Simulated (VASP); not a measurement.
# TaSi2 (P-3m1) in VASP: further runs, part 2 of 3

VASP 6.6.1. The steps go on from the part before.

**4. Relaxation of cell and atoms, PBE**

Contents of INCAR:

```
ALGO = Normal
EDIFF = 1E-6
EDIFFG = -0.04
ENCUT = 600
GGA = PE
IBRION = 2
ISIF = 3
ISMEAR = 0
LASPH = True
LCHARG = False
LREAL = False
LWAVE = False
NELM = 80
NSW = 90
PREC = Accurate
SIGMA = 0.1
```

Contents of KPOINTS:

```
k-points
0
Gamma
  6 6 4
```

Contents of POSCAR:

```
TaSi2
1.0
    3.1970725000      0.0000000000      0.0000000000
   -1.5985362500      2.7687460000      0.0000000000
    0.0000000000      0.0000000000      5.2413522900
Ta Si
1 2
Direct
    0.0000000000      0.0000000000      0.0000000000
    0.3333333300      0.6666666700      0.2500000000
    0.6666666700      0.3333333300      0.7500000000
```

Potentials or basis: VASP PAW PBE potentials, release 64 (Ta_pv, Si).

On the command line:

```
> cat potpaw_PBE.64/Ta_pv/POTCAR potpaw_PBE.64/Si/POTCAR > POTCAR
> mpirun -np 1 vasp_std > vasp.out
```

OUTCAR:

```text
EDIFF = 1E-6
   EDIFFG = -0.04
   ENCUT = 600
   GGA = PE
   IBRION = 2
   ISIF = 3
   ISMEAR = 0
   LASPH = True
   LREAL = False
   NELM = 80
   NSW = 90
   PREC = Accurate

 ion  position               nearest neighbor table
   1  0.000  0.000  0.000-   2 2.26   3 2.26   2 2.26   3 2.26   3 2.26   2 2.26
   2  0.333  0.667  0.250-   1 2.26   1 2.26   1 2.26
   3  0.667  0.333  0.750-   1 2.26   1 2.26   1 2.26

  LATTYP: Found a hexagonal cell.
 ALAT       =     3.1970725000
 C/A-ratio  =     1.6394224060

  Lattice vectors:

 A1 = (   3.1970725000,   0.0000000000,   0.0000000000)
 A2 = (  -1.5985362500,   2.7687460000,   0.0000000000)
 A3 = (   0.0000000000,   0.0000000000,   5.2413522900)

Analysis of symmetry for initial positions (statically):
=====================================================================
 Subroutine PRICEL returns:
 Original cell was already a primitive cell.

 Routine SETGRP: Setting up the symmetry group for a
 hexagonal supercell.

 Subroutine GETGRP returns: Found 12 space group operations
 (whereof 12 operations were pure point group operations)
 out of a pool of 24 trial point group operations.

The static configuration has the point symmetry D_3d.

Analysis of symmetry for dynamics (positions and initial velocities):
=====================================================================
 Subroutine PRICEL returns:
 Original cell was already a primitive cell.

 Routine SETGRP: Setting up the symmetry group for a
 hexagonal supercell.

 Subroutine GETGRP returns: Found 12 space group operations
 (whereof 12 operations were pure point group operations)
 out of a pool of 24 trial point group operations.

The dynamic configuration has the point symmetry D_3d.

 Subroutine INISYM returns: Found 12 space group operations
 (whereof 12 operations are pure point group operations),
 and found     1 'primitive' translations

----------------------------------------------------------------------------------------

                                     Primitive cell

  volume of cell :      46.3958

  direct lattice vectors                    reciprocal lattice vectors
     3.197072500  0.000000000  0.000000000     0.312786150  0.180587168  0.000000000
    -1.598536250  2.768746000  0.000000000     0.000000000  0.361174337  0.000000000
     0.000000000  0.000000000  5.241352290     0.000000000  0.000000000  0.190790457

  length of vectors
     3.197072500  3.197072498  5.241352290     0.361174336  0.361174337  0.190790457

  position of ions in fractional coordinates (direct lattice)
     0.000000000  0.000000000  0.000000000
     0.333333330  0.666666670  0.250000000
     0.666666670  0.333333330  0.750000000

  ion indices of the primitive-cell ions
   primitive index   ion index
                 1           1
                 2           2
                 3           3

----------------------------------------------------------------------------------------

 KPOINTS: k-points

Automatic generation of k-mesh.
 Grid dimensions read from file:
 generate k-points for:    6    6    4

 Generating k-lattice:

  Cartesian coordinates                     Fractional coordinates (reciprocal lattice)
     0.052131025  0.030097861  0.000000000     0.166666667  0.000000000  0.000000000
     0.000000000  0.060195723  0.000000000     0.000000000  0.166666667  0.000000000
     0.000000000  0.000000000  0.047697614     0.000000000  0.000000000  0.250000000

  Length of vectors
     0.060195723  0.060195723  0.047697614

  Shift w.r.t. Gamma in fractional coordinates (k-lattice)
     0.000000000  0.000000000  0.000000000

 Subroutine IBZKPT returns following result:
 ===========================================

 Found     24 irreducible k-points:

 Following reciprocal coordinates:
            Coordinates               Weight
  0.000000  0.000000  0.000000      1.000000
  0.166667  0.000000  0.000000      6.000000
  0.333333  0.000000  0.000000      6.000000
  0.500000  0.000000  0.000000      3.000000
  0.166667  0.166667  0.000000      6.000000
  0.333333  0.166667  0.000000     12.000000
[... 16 lines left out ...]
  0.333333  0.166667  0.500000     12.000000
  0.333333  0.333333  0.500000      2.000000
   k-points           NKPTS =     24   k-points in BZ     NKDIM =     24   number of bands    NBANDS=     13
   number of dos      NEDOS =    301   number of ions     NIONS =      3
   total plane-waves  NPLWV =  32928
   dimension x,y,z NGX =    28 NGY =   28 NGZ =   42
   dimension x,y,z NGXF=    56 NGYF=   56 NGZF=   84
   ions per type =               1   2
   NGX,Y,Z   is equivalent  to a cutoff of  14.56, 14.56, 13.32 a.u.
   NGXF,Y,Z  is equivalent  to a cutoff of  29.12, 29.12, 26.64 a.u.
 SYSTEM =  unknown system
   PREC   = accura    normal or accurate (medium, high low for compatibility)
   ISTART =      0    job   : 0-new  1-cont  2-samecut
   ICHARG =      2    charge: 1-file 2-atom 10-const
   ISPIN  =      1    spin polarized calculation?
   LNONCOLLINEAR =      F non collinear calculations
   LSORBIT =      F    spin-orbit coupling
   LASPH  =      T    aspherical Exc in radial PAW
   ENCUT  =  600.0 eV  44.10 Ry    6.64 a.u.   6.39  6.39 10.47*2*pi/ulx,y,z
   NELM   =     80;   NELMIN=  2; NELMDL= -5     # of ELM steps
   EDIFF  = 0.1E-05   stopping-criterion for ELM
   LREAL  =      F    real-space projection
   EDIFFG = -.4E-01   stopping-criterion for IOM
   NSW    =     90    number of steps for IOM
   IBRION =      2    ionic relax: 0-MD 1-quasi-New 2-CG
   NFREE  =      1    steps in history (QN), initial steepest desc. (CG)
   ISIF   =      3    stress and relaxation
   ISYM   =      2    0-nonsym 1-usesym 2-fastsym
   POTIM  = 0.5000    time-step for ionic-motion
   TEBEG  =    0.0;   TEEND  =   0.0 temperature during run
   PSTRESS=    0.0 pullay stress
   NELECT =      19.0000    total number of electrons
   NUPDOWN=      -1.0000    fix difference up-down
   EMIN   =  10.00;   EMAX   =-10.00  energy-range for DOS
   EFERMI =   0.00;   METHOD = LEGACY
   ISMEAR =     0;   SIGMA  =   0.10  broadening in eV -4-tet -1-fermi 0-gaus
   EFERMI_NEDOS =   21; number of points for ismear=-14 and -15
   IALGO  =     38    algorithm
   IMIX   =      4    mixing-type and parameters
     AMIX     =   0.40;   BMIX     =  1.00
     AMIX_MAG =   1.60;   BMIX_MAG =  1.00
  volume/ion in A,a.u.               =      15.47       104.36
  Fermi-wavevector in a.u.,A,eV,Ry     =   1.215719  2.297375 20.109025  1.477972
  Thomas-Fermi vector in A             =   2.351096
   LORBIT       =      0    0 simple, 1 ext, 2 COOP (PROOUT), +10 PAW based schemes
   GGA     = PE    functional components
   LHFCALC =     F    Hartree Fock is set to
   AEXX    =    0.0000 exact exchange contribution
   IVDW    =     0    specifies the selected vdW correction
   LEPSILON=     F    determine dielectric tensor
   LRPA    =     F    only Hartree local field effects (RPA)
 conjugate gradient relaxation of ions
 non-spin polarized calculation
 Gauss-broadening in eV      SIGMA  =   0.10
  energy-cutoff  :      600.00
  volume of cell :       46.40
 maximum number of plane-waves:      1578
 NGX is ok and might be reduce to    28
   NGX = 13   NGY = 13   NGZ = 21

--------------------------------------- Ionic step        1  -------------------------------------------

 number of electron      18.9999999 magnetization

 Free energy of the ion-electron system (eV)
  ---------------------------------------------------
  ext. energy  EPLUGINS =         0.00000000
  ---------------------------------------------------
  free energy    TOTEN  =       -17.84208084 eV

  energy without entropy =      -17.83000331  energy(sigma->0) =      -17.83604208

------------------------ aborting loop because EDIFF is reached ----------------------------------------

  FORCE on cell =-STRESS in cart. coord.  units (eV):
  Direction    XX          YY          ZZ          XY          YZ          ZX
  --------------------------------------------------------------------------------------
  -------------------------------------------------------------------------------------
  Total       16.2529260     16.2529260     18.8776915      0.0000000     -0.0000000     -0.0000000
  in kB      561.2588315    561.2588304    651.8992992      0.0000000     -0.0000000     -0.0000000
  external PRESSURE =     591.4723204 kB  Pullay stress =       0.0000000 kB
[... 865 lines left out ...]
  band No.  band energies     occupation
      1     -23.0656      2.00000
      2     -23.0656      2.00000
      3     -22.2833      2.00000
      4       3.6556      2.00000
      5       3.6556      2.00000
      6       4.5451      2.00000
      7       8.4955      2.00000
      8       8.4955      2.00000
      9       8.7962      2.00000
     10      10.0372      2.00000
     11      10.0372      2.00000
     12      13.4848      0.00000
     13      13.4848      0.00000

[... ionic steps 4 to 14 ...]

--------------------------------------- Ionic step       15  -------------------------------------------

 number of electron      19.0000001 magnetization

------------------------ aborting loop because EDIFF is reached ----------------------------------------
[... 69 lines left out ...]
--------------------------------------- Ionic step       17  -------------------------------------------

 number of electron      19.0000001 magnetization

 Free energy of the ion-electron system (eV)
  ---------------------------------------------------
  ext. energy  EPLUGINS =         0.00000000
  ---------------------------------------------------
  free energy    TOTEN  =       -22.74677403 eV

  energy without entropy =      -22.74261976  energy(sigma->0) =      -22.74469690

 E-fermi :   8.4379     XC(G=0): -11.7767

 val. band max:        8.3572840897   @ k =   0.3333   0.1667   0.0000
 cond. band min:       8.5961850624   @ k =   0.3333   0.1667   0.2500
 fundamental gap:      0.2389009726
 Fermi energy:         8.4379385746
[... 412 lines left out ...]
  FREE ENERGIE OF THE ION-ELECTRON SYSTEM (eV)
  ---------------------------------------------------
  free  energy   TOTEN  =       -22.7467740331 eV

  energy  without entropy=      -22.7426197598  energy(sigma->0) =      -22.74469690

 reached required accuracy - stopping structural energy minimisation
```

OSZICAR:

```text
N       E                     dE             d eps       ncg     rms          rms(c)
DAV:   1     0.113161540133E+03    0.11316E+03   -0.10464E+04   624   0.147E+03
DAV:   2    -0.153192805430E+02   -0.12848E+03   -0.12578E+03   734   0.320E+02
DAV:   3    -0.190051534436E+02   -0.36859E+01   -0.36044E+01   804   0.481E+01
[... 178 lines left out ...]
DAV:   3    -0.227467942399E+02    0.27588E-03   -0.82622E-04   769   0.278E-01    0.297E-02
DAV:   4    -0.227467707686E+02    0.23471E-04   -0.10094E-04   729   0.713E-02    0.216E-02
DAV:   5    -0.227467726950E+02   -0.19264E-05   -0.93872E-06   664   0.220E-02    0.108E-02
DAV:   6    -0.227467739158E+02   -0.12208E-05   -0.21593E-06   491   0.134E-02    0.366E-03
DAV:   7    -0.227467740331E+02   -0.11729E-06   -0.19289E-07   312   0.456E-03
  17 F= -.22746774E+02 E0= -.22744697E+02  d E =-.359084E-03
```

CONTCAR:

```text
TaSi2
   1.00000000000000
     2.9501775421644632   -0.0000000000000000   -0.0000000000000000
    -1.4750887710822316    2.5549286952919394   -0.0000000000000000
     0.0000000000000000   -0.0000000000000000    6.1531684570968874
  Ta              Si
     1     2
Direct
     0.0000000000000000    1.0000000000000000    0.0000000000000000
     0.3333333300000021    0.6666666699999979    0.3422994933796245
     0.6666666699999979    0.3333333300000021    0.6577005066203756

  0.00000000E+00  0.00000000E+00  0.00000000E+00
  0.00000000E+00  0.00000000E+00  0.00000000E+00
  0.00000000E+00  0.00000000E+00  0.00000000E+00
```

It took 3.1 min on 1 thread of Intel Xeon Platinum 8488C (Sapphire Rapids), shared host; peak memory 0.2 GiB.

What came out:

```yaml
Free_energy: -22.7468 eV
Relaxed_volume: 15.46 Å³/atom
Relaxed_cell: a = 2.950 Å, b = 2.950 Å, c = 6.153 Å, α = 90.00°, β = 90.00°, γ = 120.00°
Space_group_after_relaxing_to_0.05_Å: P-3m1 (No. 164)
Energy_gained_by_relaxing: 1634.9 meV/atom
Ionic_steps: 17
Pressure_after_relaxing: 0.3 GPa
Largest_force_after_relaxing: 0.035 eV/Å
```

Forces on the atoms (eV/Å):
```
Ta   0.000  0.000  0.000
Si   0.000  0.000  0.035
Si   0.000  0.000 -0.035
```

Step by step:
| step | energy change (eV) | largest force (eV/Å) | pressure (GPa) | volume (Å³) |
| --- | --- | --- | --- | --- |
| 1 | 0.0000 | 7.6598 | 59.15 | 46.40 |
| 2 | 1.5055 | 1.5352 | -20.50 | 96.23 |
| 3 | -3.0453 | 0.4548 | -9.86 | 62.37 |
| 4 | -3.1271 | 0.9418 | -6.13 | 60.24 |
| 5 | -3.1411 | 1.3001 | -3.26 | 58.85 |
| 6 | -3.3983 | 1.2839 | -3.56 | 56.48 |
| 7 | -4.4821 | 1.4133 | -1.91 | 49.48 |
| 8 | -1.1433 | 8.0377 | 74.87 | 36.22 |
| 9 | -4.7735 | 0.8676 | 0.17 | 47.44 |
| 10 | -4.8620 | 0.2135 | 6.98 | 44.62 |
| 11 | -4.8785 | 0.1905 | 4.45 | 45.46 |
| 12 | -4.6630 | 0.7354 | -7.90 | 48.64 |
| 13 | -4.9013 | 0.2105 | 0.65 | 46.20 |
| 14 | -4.9015 | 0.1875 | 0.93 | 46.14 |
| 15 | -4.9030 | 0.0309 | -1.16 | 46.84 |
| 16 | -4.9043 | 0.0566 | -0.33 | 46.55 |
| 17 | -4.9047 | 0.0348 | 0.26 | 46.38 |

Final structure:
```xyz
3
Lattice="2.9502 0.0000 0.0000 -1.4751 2.5549 0.0000 0.0000 0.0000 6.1532" Properties=species:S:1:pos:R:3 pbc="T T T"
Ta   -1.4751    2.5549    0.0000
Si    0.0000    1.7033    2.1062
Si    1.4751    0.8516    4.0469
```

Caveat: the k points lie up to 0.41 Å⁻¹ apart in the final cell; spin-orbit coupling is left out, which moves the levels of the heavy elements.

(Continued in part 3 of 3.)
